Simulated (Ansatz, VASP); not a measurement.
# KCl: VASP beside Ansatz

The input POSCAR:

```
KCl
1.0
    0.0000000000      3.1448483172      3.1448483172
    3.1448483172      0.0000000000      3.1448483172
    3.1448483172      3.1448483172      0.0000000000
K Cl
1 1
Direct
    0.0000000000      0.0000000000      0.0000000000
    0.5000000000      0.5000000000      0.5000000000
```

Contents of INCAR.step1:

```
PREC = Accurate ; ENCUT = 520
EDIFF = 1E-5 ; ISMEAR = 0
SIGMA = 0.01 ; LREAL = F
LASPH = T ; NELM = 60
ALGO = Normal ; ISIF = 2
LWAVE = T ; LCHARG = F
GGA = PE ; NBANDS = 15
```

INCAR.step2

```
PREC = Accurate ; ENCUT = 520
EDIFF = 1E-6 ; ISMEAR = 0
SIGMA = 0.01 ; LREAL = F
LASPH = T ; NELM = 60
ALGO = Normal ; ISIF = 2
LWAVE = F ; LCHARG = F
GGA = PE ; LHFCALC = T
HFSCREEN = 0.2079 ; PRECFOCK = Normal
ISTART = 1 ; NBANDS = 15
```

File KPOINTS:

```
Automatic mesh
0
Gamma
  4 4 4
```

Input for Ansatz:

```yaml
crystal:
  lattice:
    - [0.0, 3.1448483172, 3.1448483172]
    - [3.1448483172, 0.0, 3.1448483172]
    - [3.1448483172, 3.1448483172, 0.0]
  atoms:
    - { symbol: K, position: [0.0, 0.0, 0.0] }
    - { symbol: Cl, position: [0.5, 0.5, 0.5] }
kpoints:
  mp_grid: { grid: [4, 4, 4] }
hamiltonian:
  xc: hse06
scf:
  occupations: { method: fixed }
  n_extra_bands: 4
output:
  forces: true
  stress: true
  eigenvalues: true
basis:
  ecutwfc: 900
```

Alike in both runs: task single point; functional HSE06; k mesh 4 × 4 × 4; no spin polarisation.

|  | VASP | Ansatz |
| --- | --- | --- |
| version | VASP 6.6.1 | Ansatz 0.2.0 |
| potentials or method | VASP PAW PBE potentials, release 64 (K_sv, Cl), cutoff 520 eV | plane waves |
| occupations | gaussian, width 0.01 eV | fixed |
| valence electrons in the cell | 16 | 16 |

|  | VASP | Ansatz | Ansatz less VASP |
| --- | --- | --- | --- |
| gap on the k mesh at the Fermi level (eV) | 6.50 | 6.50 | +0.003 |
| pressure (GPa) | 0.5 | 0.5 | -0.03 |

Ansatz's warnings: stress exchange threshold loose, stress scf threshold loose.

The k mesh is coarse, so the values compare programs but aren't converged.
